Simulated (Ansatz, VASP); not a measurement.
**PbSe in VASP and in Ansatz**

The input INCAR:

```
PREC     = Accurate       # precision mode
ENCUT    = 520            # plane-wave cutoff, eV
EDIFF    = 1E-6           # SCF threshold, eV
ISMEAR   = 0              # smearing method
SIGMA    = 0.03           # smearing width, eV
LREAL    = F              # projectors in reciprocal space
LASPH    = T              # aspherical terms in the spheres
NELM     = 100            # most SCF steps
ALGO     = Normal         # electronic algorithm
ISIF     = 2              # what is computed and relaxed
LWAVE    = F              # write WAVECAR
LCHARG   = T              # write CHGCAR
GGA      = PE             # functional
IVDW     = 12             # dispersion correction
LELF     = T              # ELF
LVHAR    = T            
NBANDS   = 17             # bands
```

KPOINTS

```
regular mesh
0
Gamma
  10 10 10
```

POSCAR

```
PbSe
1.0
    0.0000000000      2.7297077303      3.0670873374
    2.7297077303      0.0000000000      3.0670873374
    2.7297077303      2.7297077303      0.0000000000
Pb Se
1 1
Direct
    0.0000000000      0.0000000000      0.0000000000
    0.5000000000      0.5000000000      0.5000000000
```

Input for Ansatz:

```yaml
crystal:
  lattice:
    - [0.0, 2.7297077303, 3.0670873374]
    - [2.7297077303, 0.0, 3.0670873374]
    - [2.7297077303, 2.7297077303, 0.0]
  atoms:
    - { symbol: Pb, position: [0.0, 0.0, 0.0] }
    - { symbol: Se, position: [0.5, 0.5, 0.5] }
basis:
  ecutwfc: 420
kpoints:
  mp_grid: { grid: [10, 10, 10] }
hamiltonian:
  xc: pbe
  dispersion: d3bj
scf:
  occupations: { method: gaussian, width: 0.03 }
output:
  forces: true
  stress: true
  eigenvalues: true
```

Change from the starting cell: engineering shear strain xy +0.0000, equal normal strain along x and y -0.1100.

Alike in both runs: task single point; functional PBE; dispersion D3(BJ); k mesh 10 × 10 × 10; occupations gaussian, width 0.03 eV; no spin polarisation.

|  | VASP | Ansatz |
| --- | --- | --- |
| version | VASP 6.6.1 | Ansatz 0.2.0 |
| potentials or method | VASP PAW PBE potentials, release 64 (Pb_d, Se), cutoff 520 eV | scalar-relativistic, plane waves, PAW |
| valence electrons in the cell | 20 | 30 |

|  | VASP | Ansatz | Ansatz less VASP |
| --- | --- | --- | --- |
| gap on the k mesh at the Fermi level (eV) | none | none | - |
| pressure (GPa) | 23.0 | 22.9 | -0.04 |
| traceless stress, the component that is largest in VASP (GPa) | -20.23 | -20.19 | +0.043 |

A gap of «none» marks a metal or a gap that the smearing closes. VASP's potentials hold 20 valence electrons a cell and Ansatz's 30, so a difference there can come from the potentials and not from the codes.

Neither program's run includes spin-orbit coupling.
